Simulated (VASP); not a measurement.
# Se (P3_121) in VASP: single point with LDA

Aim: the single point of Se with LDA.

Everything below comes from runs of VASP 6.6.1. Logs are shortened: lines on timing, memory, paths and dates and some standing lists are left out, and cuts for length are marked.

**1. The cell of the first run**

Symmetry: P3_121, No. 152, trigonal system. The conventional cell has a = 4.506 Å, b = 4.506 Å, c = 4.989 Å, α = 90.00°, β = 90.00°, γ = 120.00°. Within 3.1 Å of Se (site symmetry 2) lie 2 Se at 2.38 Å.

**2. Single point, LDA (strained cell)**

Contents of INCAR:

```
SYSTEM = Se
  PREC = Accurate
  ENCUT = 520
  EDIFF = 1E-6
  ISMEAR = 0
  SIGMA = 0.02
  LREAL = .FALSE.
  LASPH = .TRUE.
  NELM = 100
  ALGO = Normal
  ISIF = 2
  LWAVE = .FALSE.
  LCHARG = .FALSE.
  NBANDS = 16
```

Contents of KPOINTS:

```
Automatic mesh
0
G
  9 9 6
  0 0 0
```

Contents of POSCAR:

```
Se
1.0
    4.5056505517      0.0000000000      0.0000000000
   -2.2528252759      3.9020078384      0.0000000000
    0.0000000000      0.0000000000      4.9892844630
Se
3
Direct
    0.2184717602      0.0000000000      0.3333333333
    0.0000000000      0.2184717602      0.6666666667
    0.7815282398      0.7815282398      0.0000000000
```

Potentials or basis: VASP PAW LDA potentials, release 64 (Se).

The run is started by

```
> cat potpaw_LDA.64/Se/POTCAR > POTCAR
> mpirun -np 1 vasp_std > vasp.out
```

OUTCAR:

```text
SYSTEM = Se
   PREC = Accurate
   ENCUT = 520
   EDIFF = 1E-6
   ISMEAR = 0
   LREAL = .FALSE.
   LASPH = .TRUE.
   NELM = 100
   ISIF = 2

 ion  position               nearest neighbor table
   1  0.218  0.000  0.333-   3 2.38   2 2.38
   2  0.000  0.218  0.667-   3 2.38   1 2.38
   3  0.782  0.782  0.000-   1 2.38   2 2.38

  LATTYP: Found a hexagonal cell.
 ALAT       =     4.5056505517
 C/A-ratio  =     1.1073394187

  Lattice vectors:

 A1 = (   4.5056505517,   0.0000000000,   0.0000000000)
 A2 = (  -2.2528252759,   3.9020078384,   0.0000000000)
 A3 = (   0.0000000000,   0.0000000000,   4.9892844630)

Analysis of symmetry for initial positions (statically):
=====================================================================
 Subroutine PRICEL returns:
 Original cell was already a primitive cell.

 Routine SETGRP: Setting up the symmetry group for a
 hexagonal supercell.

 Subroutine GETGRP returns: Found  6 space group operations
 (whereof  2 operations were pure point group operations)
 out of a pool of 24 trial point group operations.

The static configuration has the point symmetry C_2 .
 The point group associated with its full space group is D_3 .

Analysis of symmetry for dynamics (positions and initial velocities):
=====================================================================
 Subroutine PRICEL returns:
 Original cell was already a primitive cell.

 Routine SETGRP: Setting up the symmetry group for a
 hexagonal supercell.

 Subroutine GETGRP returns: Found  6 space group operations
 (whereof  2 operations were pure point group operations)
 out of a pool of 24 trial point group operations.

The dynamic configuration has the point symmetry C_2 .
 The point group associated with its full space group is D_3 .

 Subroutine INISYM returns: Found  6 space group operations
 (whereof  2 operations are pure point group operations),
 and found     1 'primitive' translations

----------------------------------------------------------------------------------------

                                     Primitive cell

  volume of cell :      87.7170

  direct lattice vectors                    reciprocal lattice vectors
     4.505650552  0.000000000  0.000000000     0.221943533  0.128139158  0.000000000
    -2.252825276  3.902007838  0.000000000     0.000000000  0.256278317  0.000000000
     0.000000000  0.000000000  4.989284463     0.000000000  0.000000000  0.200429542

  length of vectors
     4.505650552  4.505650552  4.989284463     0.256278317  0.256278317  0.200429542

  position of ions in fractional coordinates (direct lattice)
     0.218471760  0.000000000  0.333333333
     0.000000000  0.218471760  0.666666667
     0.781528240  0.781528240  0.000000000

  ion indices of the primitive-cell ions
   primitive index   ion index
                 1           1
                 2           2
                 3           3

----------------------------------------------------------------------------------------

 KPOINTS: Automatic mesh

Automatic generation of k-mesh.
 Grid dimensions read from file:
 generate k-points for:    9    9    6

 Generating k-lattice:

  Cartesian coordinates                     Fractional coordinates (reciprocal lattice)
     0.024660393  0.014237684  0.000000000     0.111111111  0.000000000  0.000000000
     0.000000000  0.028475369  0.000000000     0.000000000  0.111111111  0.000000000
     0.000000000  0.000000000  0.033404924     0.000000000  0.000000000  0.166666667

  Length of vectors
     0.028475369  0.028475369  0.033404924

  Shift w.r.t. Gamma in fractional coordinates (k-lattice)
     0.000000000  0.000000000  0.000000000

 Subroutine IBZKPT returns following result:
 ===========================================

 Found     62 irreducible k-points:

 Following reciprocal coordinates:
            Coordinates               Weight
  0.000000  0.000000  0.000000      1.000000
  0.111111 -0.000000  0.000000      6.000000
  0.222222 -0.000000  0.000000      6.000000
  0.333333  0.000000  0.000000      6.000000
  0.444444 -0.000000  0.000000      6.000000
  0.111111  0.111111  0.000000      6.000000
[... 16 lines left out ...]
  0.222222  0.111111  0.166667     12.000000
 -0.111111  0.333333  0.166667     12.000000
 [... further k-points ...]
   k-points           NKPTS =     62   k-points in BZ     NKDIM =     62   number of bands    NBANDS=     16
   number of dos      NEDOS =    301   number of ions     NIONS =      3
   total plane-waves  NPLWV =  51840
   dimension x,y,z NGX =    36 NGY =   36 NGZ =   40
   dimension x,y,z NGXF=    72 NGYF=   72 NGZF=   80
   ions per type =               3
   NGX,Y,Z   is equivalent  to a cutoff of  13.28, 13.28, 13.33 a.u.
   NGXF,Y,Z  is equivalent  to a cutoff of  26.57, 26.57, 26.66 a.u.
 SYSTEM =  Se
   PREC   = accura    normal or accurate (medium, high low for compatibility)
   ISTART =      0    job   : 0-new  1-cont  2-samecut
   ICHARG =      2    charge: 1-file 2-atom 10-const
   ISPIN  =      1    spin polarized calculation?
   LNONCOLLINEAR =      F non collinear calculations
   LSORBIT =      F    spin-orbit coupling
   LASPH  =      T    aspherical Exc in radial PAW
   ENCUT  =  520.0 eV  38.22 Ry    6.18 a.u.   8.38  8.38  9.28*2*pi/ulx,y,z
   NELM   =    100;   NELMIN=  2; NELMDL= -5     # of ELM steps
   EDIFF  = 0.1E-05   stopping-criterion for ELM
   LREAL  =      F    real-space projection
   EDIFFG = 0.1E-04   stopping-criterion for IOM
   NSW    =      0    number of steps for IOM
   IBRION =     -1    ionic relax: 0-MD 1-quasi-New 2-CG
   NFREE  =      0    steps in history (QN), initial steepest desc. (CG)
   ISIF   =      2    stress and relaxation
   ISYM   =      2    0-nonsym 1-usesym 2-fastsym
   POTIM  = 0.5000    time-step for ionic-motion
   TEBEG  =    0.0;   TEEND  =   0.0 temperature during run
   PSTRESS=    0.0 pullay stress
   NELECT =      18.0000    total number of electrons
   NUPDOWN=      -1.0000    fix difference up-down
   EMIN   =  10.00;   EMAX   =-10.00  energy-range for DOS
   EFERMI =   0.00;   METHOD = LEGACY
   ISMEAR =     0;   SIGMA  =   0.02  broadening in eV -4-tet -1-fermi 0-gaus
   EFERMI_NEDOS =   21; number of points for ismear=-14 and -15
   IALGO  =     38    algorithm
   IMIX   =      4    mixing-type and parameters
     AMIX     =   0.40;   BMIX     =  1.00
     AMIX_MAG =   1.60;   BMIX_MAG =  1.00
  volume/ion in A,a.u.               =      29.24       197.31
  Fermi-wavevector in a.u.,A,eV,Ry     =   0.965616  1.824749 12.686261  0.932414
  Thomas-Fermi vector in A             =   2.095348
   LORBIT       =      0    0 simple, 1 ext, 2 COOP (PROOUT), +10 PAW based schemes
   GGA     = CA    functional components
   LHFCALC =     F    Hartree Fock is set to
   AEXX    =    0.0000 exact exchange contribution
   IVDW    =     0    specifies the selected vdW correction
   LEPSILON=     F    determine dielectric tensor
   LRPA    =     F    only Hartree local field effects (RPA)
 non-spin polarized calculation
 Gauss-broadening in eV      SIGMA  =   0.02
  energy-cutoff  :      520.00
  volume of cell :       87.72
 maximum number of plane-waves:      2401
 NGX is ok and might be reduce to    36
   NGX = 17   NGY = 17   NGZ = 19

 number of electron      18.0000001 magnetization

 Free energy of the ion-electron system (eV)
  ---------------------------------------------------
  ext. energy  EPLUGINS =         0.00000000
  ---------------------------------------------------
  free energy    TOTEN  =       -12.23696610 eV

  energy without entropy =      -12.23696610  energy(sigma->0) =      -12.23696610

 E-fermi :   2.1197     XC(G=0):  -8.8653

 val. band max:        1.9750907243   @ k =   0.4444   0.1111   0.5000
 cond. band min:       2.9608824296   @ k =   0.3333   0.3333   0.5000
 fundamental gap:      0.9857917053
 Fermi energy:         2.1196669870

 k-point     1 :       0.0000    0.0000    0.0000
  band No.  band energies     occupation
      1     -13.5958      2.00000
      2      -9.6495      2.00000
      3      -9.6495      2.00000
      4      -1.8374      2.00000
      5      -1.8374      2.00000
      6      -1.5900      2.00000
[... 8 lines left out ...]
     15       8.3923      0.00000
     16      10.3253      0.00000

 k-point     2 :       0.1111   -0.0000    0.0000
  band No.  band energies     occupation
      1     -13.5578      2.00000
      2      -9.6871      2.00000
      3      -9.6475      2.00000
      4      -2.1404      2.00000
      5      -1.9621      2.00000
      6      -1.4697      2.00000
[... 8 lines left out ...]
     15       8.6665      0.00000
     16      10.2777      0.00000

 k-point     3 :       0.2222   -0.0000    0.0000
  band No.  band energies     occupation
      1     -13.4566      2.00000
      2      -9.7919      2.00000
      3      -9.6423      2.00000
      4      -2.5404      2.00000
      5      -2.1937      2.00000
      6      -1.4176      2.00000
[... 8 lines left out ...]
     15       9.4216      0.00000
     16      10.5057      0.00000

 k-point     4 :       0.3333    0.0000    0.0000
  band No.  band energies     occupation
      1     -13.3310      2.00000
      2      -9.9296      2.00000
      3      -9.6361      2.00000
      4      -2.7972      2.00000
      5      -2.3961      2.00000
      6      -1.3793      2.00000
[... 8 lines left out ...]
     15      10.2769      0.00000
     16      11.2129      0.00000

 k-point     5 :       0.4444   -0.0000    0.0000
  band No.  band energies     occupation
      1     -13.2415      2.00000
      2     -10.0313      2.00000
      3      -9.6319      2.00000
      4      -2.8979      2.00000
      5      -2.5147      2.00000
      6      -1.2577      2.00000
[... 8 lines left out ...]
     15      11.0864      0.00000
     16      11.5439      0.00000

 k-point     6 :       0.1111    0.1111    0.0000
  band No.  band energies     occupation
      1     -13.4881      2.00000
      2      -9.7526      2.00000
      3      -9.6501      2.00000
      4      -2.4155      2.00000
      5      -2.1847      2.00000
      6      -1.3831      2.00000
[... 8 lines left out ...]
     15       9.1129      0.00000
     16      10.2471      0.00000

 k-point     7 :       0.2222    0.1111    0.0000
  band No.  band energies     occupation
      1     -13.3737      2.00000
      2      -9.8625      2.00000
      3      -9.6588      2.00000
      4      -2.6867      2.00000
      5      -2.4131      2.00000
      6      -1.3190      2.00000
[... 8 lines left out ...]
     15       9.8307      0.00000
     16      10.6682      0.00000

 k-point     8 :       0.3333    0.1111    0.0000
  band No.  band energies     occupation
      1     -13.2638      2.00000
      2      -9.9745      2.00000
      3      -9.6667      2.00000
      4      -2.8430      2.00000
      5      -2.5442      2.00000
      6      -1.2356      2.00000
[... 8 lines left out ...]
     15      10.6724      0.00000
     16      11.3765      0.00000

 k-point     9 :       0.4444    0.1111    0.0000
  band No.  band energies     occupation
      1     -13.2176      2.00000
      2     -10.0234      2.00000
      3      -9.6698      2.00000
      4      -2.8858      2.00000
      5      -2.5881      2.00000
      6      -1.1215      2.00000
[... 8 lines left out ...]
     15      10.7571      0.00000
     16      11.4796      0.00000
[... 172 lines left out ...]
 k-point    19 :       0.0000    0.3333    0.1667
  band No.  band energies     occupation
      1     -13.2084      2.00000
      2     -10.6844      2.00000
      3      -8.9611      2.00000
      4      -2.8538      2.00000
      5      -2.6468      2.00000
      6      -1.3873      2.00000
[... 8 lines left out ...]
     15      10.1305      0.00000
     16      11.2152      0.00000

 k-point    20 :       0.4444   -0.0000    0.1667
  band No.  band energies     occupation
      1     -13.1227      2.00000
      2     -10.6738      2.00000
      3      -9.0908      2.00000
      4      -2.8491      2.00000
      5      -2.7751      2.00000
      6      -1.2946      2.00000
[... 8 lines left out ...]
     15      10.7455      0.00000
     16      11.1563      0.00000

 k-point    21 :       0.0000    0.4444    0.1667
  band No.  band energies     occupation
      1     -13.1217      2.00000
      2     -10.6854      2.00000
      3      -9.0701      2.00000
      4      -2.9186      2.00000
      5      -2.7963      2.00000
      6      -1.3987      2.00000
[... 8 lines left out ...]
     15      11.1013      0.00000
     16      11.5236      0.00000

 k-point    22 :       0.1111    0.1111    0.1667
  band No.  band energies     occupation
      1     -13.3627      2.00000
      2     -10.6791      2.00000
      3      -8.7908      2.00000
      4      -2.5007      2.00000
      5      -2.2407      2.00000
      6      -1.2929      2.00000
[... 8 lines left out ...]
     15       9.0505      0.00000
     16      10.1037      0.00000

 k-point    23 :       0.2222    0.1111    0.1667
  band No.  band energies     occupation
      1     -13.2513      2.00000
      2     -10.6674      2.00000
      3      -8.9420      2.00000
      4      -2.7412      2.00000
      5      -2.4624      2.00000
      6      -1.2190      2.00000
[... 8 lines left out ...]
     15       9.5380      0.00000
     16      10.6022      0.00000

 k-point    24 :      -0.1111    0.3333    0.1667
  band No.  band energies     occupation
      1     -13.2505      2.00000
      2     -10.6774      2.00000
      3      -8.9226      2.00000
      4      -2.7715      2.00000
      5      -2.5449      2.00000
      6      -1.3016      2.00000
[... 8 lines left out ...]
     15       9.7128      0.00000
     16      10.9124      0.00000

 [... further k-points ...]

------------------------ aborting loop because EDIFF is reached ----------------------------------------

  FORCE on cell =-STRESS in cart. coord.  units (eV):
  Direction    XX          YY          ZZ          XY          YZ          ZX
  --------------------------------------------------------------------------------------
  -------------------------------------------------------------------------------------
  Total       -1.3595449     -1.3595449     -1.1022941      0.0000000     -0.0000000      0.0000000
  in kB      -24.8324884    -24.8324884    -20.1337264      0.0000000     -0.0000000      0.0000000
  external PRESSURE =     -23.2662344 kB  Pullay stress =       0.0000000 kB

 VOLUME and BASIS-vectors are now :
 -----------------------------------------------------------------------------
  energy-cutoff  :      520.00
  volume of cell :       87.72
      direct lattice vectors                 reciprocal lattice vectors
     4.505650552  0.000000000  0.000000000     0.221943533  0.128139158  0.000000000
    -2.252825276  3.902007838  0.000000000     0.000000000  0.256278317  0.000000000
     0.000000000  0.000000000  4.989284463     0.000000000  0.000000000  0.200429542

 POSITION                                       TOTAL-FORCE (eV/Angst)
 -----------------------------------------------------------------------------------
      0.98436      0.00000      1.66309         0.052822      0.000000      0.000000
     -0.49218      0.85248      3.32619        -0.026411      0.045745     -0.000000
      1.76065      3.04953      0.00000        -0.026411     -0.045745     -0.000000
 -----------------------------------------------------------------------------------
    total drift:                                0.000000      0.000001     -0.000000

  FREE ENERGIE OF THE ION-ELECTRON SYSTEM (eV)
  ---------------------------------------------------
  free  energy   TOTEN  =       -12.2369661008 eV

  energy  without entropy=      -12.2369661008  energy(sigma->0) =      -12.23696610
```

Run time: 94 s. Hardware: 1 thread of Intel Xeon 8259CL, shared host; peak memory 0.22 GiB.

What came out:

```yaml
Free_energy: -12.2370 eV
Pressure: -2.3 GPa
Largest_force: 0.053 eV/Å
Band_gap_on_the_k_mesh: 0.99 eV (least direct gap 1.21 eV)
```

Forces in eV/Å, atoms in the order of the input:
```
Se   0.053  0.000  0.000
Se  -0.026  0.046  0.000
Se  -0.026 -0.046  0.000
```

Caveat: the cell differs from its parent crystal (strained cell); an odd mesh through Γ misses points on the zone boundary, where band edges can lie.
